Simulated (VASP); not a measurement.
# W (P6_3/mmc) in VASP: notebook

Runs on W. Level: PBE. Tasks: single point, relaxation of cell and atoms.

Everything below comes from runs of VASP 6.6.1. Logs are shortened: lines on timing, memory, paths and dates and some standing lists are left out, and cuts for length are marked.

## Step 1: The cell of the first run

It takes space group P6_3/mmc (No. 194, hexagonal). Conventional cell: a = 2.884 Å, b = 2.884 Å, c = 5.139 Å, α = 90.00°, β = 90.00°, γ = 120.00°. Within 3.8 Å of W (site symmetry -6m2) lie 12 W at 2.88 to 3.06 Å.

## Step 2: Single point, PBE (volume scaled by 1.12)

The input, INCAR:

```
PREC = Accurate ; ENCUT = 520
EDIFF = 1E-7 ; ISMEAR = -1
SIGMA = 0.1 ; LREAL = F
LASPH = T ; NELM = 60
ALGO = Normal ; ISIF = 2
LWAVE = F ; LCHARG = F
GGA = PE ; NBANDS = 21
```

The input, KPOINTS:

```
Automatic mesh
0
Gamma
  15 15 7
```

The input, POSCAR:

```
W
1.0
    2.8843919876      0.0000000000      0.0000000000
   -1.4421959938      2.4979567357      0.0000000000
    0.0000000000      0.0000000000      5.1387349168
W
2
Direct
    0.3333333333      0.6666666667      0.2500000000
    0.6666666667      0.3333333333      0.7500000000
```

Potentials or basis: VASP PAW PBE potentials, release 64 (W_sv).

Launch:

```sh
$ cat potpaw_PBE.64/W_sv/POTCAR > POTCAR
$ mpirun -np 1 vasp_std > vasp.out
```

OUTCAR:

```text
PREC = Accurate
   ENCUT = 520
   EDIFF = 1E-7
   ISMEAR = -1
   LREAL = F
   LASPH = T
   NELM = 60
   ISIF = 2
   GGA = PE

 ion  position               nearest neighbor table
   1  0.333  0.667  0.250-   2 3.06   2 3.06   2 3.06   2 3.06   2 3.06   2 3.06
   2  0.667  0.333  0.750-   1 3.06   1 3.06   1 3.06   1 3.06   1 3.06   1 3.06

  LATTYP: Found a hexagonal cell.
 ALAT       =     2.8843919876
 C/A-ratio  =     1.7815660766

  Lattice vectors:

 A1 = (   2.8843919876,   0.0000000000,   0.0000000000)
 A2 = (  -1.4421959938,   2.4979567357,   0.0000000000)
 A3 = (   0.0000000000,   0.0000000000,   5.1387349168)

Analysis of symmetry for initial positions (statically):
=====================================================================
 Subroutine PRICEL returns:
 Original cell was already a primitive cell.

 Routine SETGRP: Setting up the symmetry group for a
 hexagonal supercell.

 Subroutine GETGRP returns: Found 24 space group operations
 (whereof 12 operations were pure point group operations)
 out of a pool of 24 trial point group operations.

The static configuration has the point symmetry D_3d.
 The point group associated with its full space group is D_6h.

Analysis of symmetry for dynamics (positions and initial velocities):
=====================================================================
 Subroutine PRICEL returns:
 Original cell was already a primitive cell.

 Routine SETGRP: Setting up the symmetry group for a
 hexagonal supercell.

 Subroutine GETGRP returns: Found 24 space group operations
 (whereof 12 operations were pure point group operations)
 out of a pool of 24 trial point group operations.

The dynamic configuration has the point symmetry D_3d.
 The point group associated with its full space group is D_6h.

 Subroutine INISYM returns: Found 24 space group operations
 (whereof 12 operations are pure point group operations),
 and found     1 'primitive' translations

----------------------------------------------------------------------------------------

                                     Primitive cell

  volume of cell :      37.0250

  direct lattice vectors                    reciprocal lattice vectors
     2.884391988  0.000000000  0.000000000     0.346693516  0.200163595  0.000000000
    -1.442195994  2.497956736  0.000000000     0.000000000  0.400327190  0.000000000
     0.000000000  0.000000000  5.138734917     0.000000000  0.000000000  0.194600425

[... 79 lines left out ...]
   LSORBIT =      F    spin-orbit coupling
   LASPH  =      T    aspherical Exc in radial PAW
   ENCUT  =  520.0 eV  38.22 Ry    6.18 a.u.   5.36  5.36  9.55*2*pi/ulx,y,z
   NELM   =     60;   NELMIN=  2; NELMDL= -5     # of ELM steps
   EDIFF  = 0.1E-06   stopping-criterion for ELM
   LREAL  =      F    real-space projection
   EDIFFG = 0.1E-05   stopping-criterion for IOM
   NSW    =      0    number of steps for IOM
   IBRION =     -1    ionic relax: 0-MD 1-quasi-New 2-CG
   NFREE  =      0    steps in history (QN), initial steepest desc. (CG)
   ISIF   =      2    stress and relaxation
   ISYM   =      2    0-nonsym 1-usesym 2-fastsym
   POTIM  = 0.5000    time-step for ionic-motion
   TEBEG  =    0.0;   TEEND  =   0.0 temperature during run
   PSTRESS=    0.0 pullay stress
   NELECT =      28.0000    total number of electrons
   NUPDOWN=      -1.0000    fix difference up-down
   EMIN   =  10.00;   EMAX   =-10.00  energy-range for DOS
   EFERMI =   0.00;   METHOD = LEGACY
   ISMEAR =    -1;   SIGMA  =   0.10  broadening in eV -4-tet -1-fermi 0-gaus
   EFERMI_NEDOS =   21; number of points for ismear=-14 and -15
   IALGO  =     38    algorithm
   IMIX   =      4    mixing-type and parameters
     AMIX     =   0.40;   BMIX     =  1.00
     AMIX_MAG =   1.60;   BMIX_MAG =  1.00
  volume/ion in A,a.u.               =      18.51       124.93
  Fermi-wavevector in a.u.,A,eV,Ry     =   1.491520  2.818564 30.267949  2.224631
  Thomas-Fermi vector in A             =   2.604165
   LORBIT       =      0    0 simple, 1 ext, 2 COOP (PROOUT), +10 PAW based schemes
   GGA     = PE    functional components
   LHFCALC =     F    Hartree Fock is set to
   AEXX    =    0.0000 exact exchange contribution
   IVDW    =     0    specifies the selected vdW correction
   LEPSILON=     F    determine dielectric tensor
   LRPA    =     F    only Hartree local field effects (RPA)
 non-spin polarized calculation
  energy-cutoff  :      520.00
  volume of cell :       37.03
 maximum number of plane-waves:      1027
 NGX is ok and might be reduce to    24
   NGX = 11   NGY = 11   NGZ = 19

 number of electron      28.0000001 magnetization

 Free energy of the ion-electron system (eV)
  ---------------------------------------------------
  ext. energy  EPLUGINS =         0.00000000
  ---------------------------------------------------
  free energy    TOTEN  =       -24.60586853 eV

  energy without entropy =      -24.52782437  energy(sigma->0) =      -24.56684645

 E-fermi :   8.9912     XC(G=0): -12.7668

 val. band max:        8.9857179031   @ k =   0.4000   0.1333   0.4286
 cond. band min:       8.9942811328   @ k =   0.2000   0.0667   0.0000
 fundamental gap:      0.0085632297
 Fermi energy:         8.9912127072

 k-point     1 :       0.0000    0.0000    0.0000
  band No.  band energies     occupation
      1     -64.9967      2.00000
      2     -64.9568      2.00000
      3     -29.4928      2.00000
      4     -28.9007      2.00000
      5     -28.7236      2.00000
      6     -28.7236      2.00000
[... 565 lines left out ...]
     20      16.0519      0.00000
     21      17.2756      0.00000

 [... further k-points ...]

------------------------ aborting loop because EDIFF is reached ----------------------------------------

  FORCE on cell =-STRESS in cart. coord.  units (eV):
  Direction    XX          YY          ZZ          XY          YZ          ZX
  --------------------------------------------------------------------------------------
  -------------------------------------------------------------------------------------
  Total       -6.1168706     -6.1168706     -5.0428586     -0.0000000      0.0000000      0.0000000
  in kB     -264.6942268   -264.6942268   -218.2187013     -0.0000000      0.0000000      0.0000000
  external PRESSURE =    -249.2023849 kB  Pullay stress =       0.0000000 kB

 VOLUME and BASIS-vectors are now :
 -----------------------------------------------------------------------------
  energy-cutoff  :      520.00
  volume of cell :       37.03
      direct lattice vectors                 reciprocal lattice vectors
     2.884391988  0.000000000  0.000000000     0.346693516  0.200163595  0.000000000
    -1.442195994  2.497956736  0.000000000     0.000000000  0.400327190  0.000000000
     0.000000000  0.000000000  5.138734917     0.000000000  0.000000000  0.194600425

 POSITION                                       TOTAL-FORCE (eV/Angst)
 -----------------------------------------------------------------------------------
     -0.00000      1.66530      1.28468         0.000000     -0.000000      0.000000
      1.44220      0.83265      3.85405        -0.000000      0.000000      0.000000
 -----------------------------------------------------------------------------------
    total drift:                               -0.000000      0.000000     -0.000000

  FREE ENERGIE OF THE ION-ELECTRON SYSTEM (eV)
  ---------------------------------------------------
  free  energy   TOTEN  =       -24.6058685340 eV

  energy  without entropy=      -24.5278243729  energy(sigma->0) =      -24.56684645
```

OSZICAR:

```text
N       E                     dE             d eps       ncg     rms          rms(c)
DAV:   1     0.294733349496E+03    0.29473E+03   -0.17291E+04  4552   0.153E+03
DAV:   2    -0.162555052546E+02   -0.31099E+03   -0.30363E+03  4891   0.459E+02
DAV:   3    -0.259338232058E+02   -0.96783E+01   -0.94086E+01  5281   0.814E+01
DAV:   4    -0.260562985039E+02   -0.12248E+00   -0.12222E+00  4774   0.939E+00
DAV:   5    -0.260575363026E+02   -0.12378E-02   -0.12378E-02  5156   0.102E+00    0.218E+01
DAV:   6    -0.248696011341E+02    0.11879E+01   -0.16922E+00  4829   0.118E+01    0.740E+00
DAV:   7    -0.246160298582E+02    0.25357E+00   -0.67960E-01  5141   0.676E+00    0.959E-01
DAV:   8    -0.246060452121E+02    0.99846E-02   -0.12166E-02  4654   0.101E+00    0.153E-01
DAV:   9    -0.246058660034E+02    0.17921E-03   -0.69908E-04  5430   0.209E-01    0.645E-02
DAV:  10    -0.246058705653E+02   -0.45620E-05   -0.26889E-05  4711   0.457E-02    0.876E-03
DAV:  11    -0.246058696535E+02    0.91186E-06   -0.96540E-06  4977   0.275E-02    0.874E-03
DAV:  12    -0.246058684633E+02    0.11902E-05   -0.36602E-07  3862   0.477E-03    0.119E-03
DAV:  13    -0.246058685340E+02   -0.70726E-07   -0.11429E-08  2433   0.121E-03
   1 F= -.24605869E+02 E0= -.24566846E+02  d E =-.780442E-01
```

Run time: 1.7 min. Hardware: 1 thread of AMD EPYC 7R13, shared host; peak memory 0.17 GiB.

Results:

```
Free energy            : -24.6059 eV
Pressure               : -24.9 GPa
Band gap on the k mesh : zero (band 14 reaches 10.10 eV, above the bottom of band 15 at 8.68 eV)
```

Caveat: spin-orbit coupling is left out, which moves the levels of the heavy elements.

[end of part 1 of 2]
